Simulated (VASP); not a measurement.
Wanted: the native input for a VASP 6.6.1 run.

| Property | Result |
| --- | --- |
| Task | single point |
| Functional | PBE |
| Potentials or basis | VASP PAW PBE potentials, release 64 (Si, Zr_sv, O) |
| Cutoff | 600 eV |
| k mesh | 4 × 4 × 4 |
| Occupations | gaussian, width 0.1 eV |
| Spin | no spin polarisation |
| Dipole correction | no |
| Further INCAR settings | ALGO = Normal; EDIFF = 1e-06; NBANDS = 56 |

The structure of Zr3SiO8 lies in POSCAR:

```
Zr3SiO8
1.0
    3.5793674460      3.5793674460      0.0000000000
   -3.5793674460      3.5793674460      0.0000000000
    0.0000000000      0.0000000000      5.2028923773
Si Zr O
1 3 8
Direct
    0.0000000000      0.5000000000      0.5000000000
    0.5000000000      0.0000000000      0.5000000000
    0.0000000000      0.0000000000      0.0000000000
    0.5000000000      0.5000000000      0.0000000000
    0.2500000000      0.2500000000      0.6972078800
    0.7500000000      0.7500000000      0.6972078800
    0.2500000000      0.7500000000      0.8027921200
    0.7500000000      0.2500000000      0.8027921200
    0.2500000000      0.7500000000      0.3027921200
    0.7500000000      0.2500000000      0.3027921200
    0.2500000000      0.2500000000      0.1972078800
    0.7500000000      0.7500000000      0.1972078800
```

These files were run (other wordings do the same):

INCAR

```
PREC = Accurate ; ENCUT = 600
EDIFF = 1E-6 ; ISMEAR = 0
SIGMA = 0.1 ; LREAL = False
LASPH = True ; NELM = 120
ALGO = Normal ; ISIF = 2
LWAVE = False ; LCHARG = True
GGA = PE ; LELF = True
LVHAR = True ; NBANDS = 56
GGA_COMPAT = False
```

KPOINTS

```
regular mesh
0
Gamma
  4 4 4
```

Potentials or basis: VASP PAW PBE potentials, release 64 (Si, Zr_sv, O).

Command:

```sh
$ cat potpaw_PBE.64/Si/POTCAR potpaw_PBE.64/Zr_sv/POTCAR potpaw_PBE.64/O/POTCAR > POTCAR
$ mpirun -np 1 vasp_std > vasp.out
```

It gave:

```json
{
 "Pressure": "-4.3 GPa",
 "Largest force": "3.261 eV/Å",
 "Band gap on the k mesh": "1.82 eV (least direct gap 1.90 eV)"
}
```

Caveat: the cell stands under tension; forces of over 1 eV/Å act on the atoms, so gaps and moduli don't describe the material at rest.

Run time: 3.1 min on 1 thread of Oxide Virtual Turin-like Processor (shared host), peak memory 0.28 GiB.
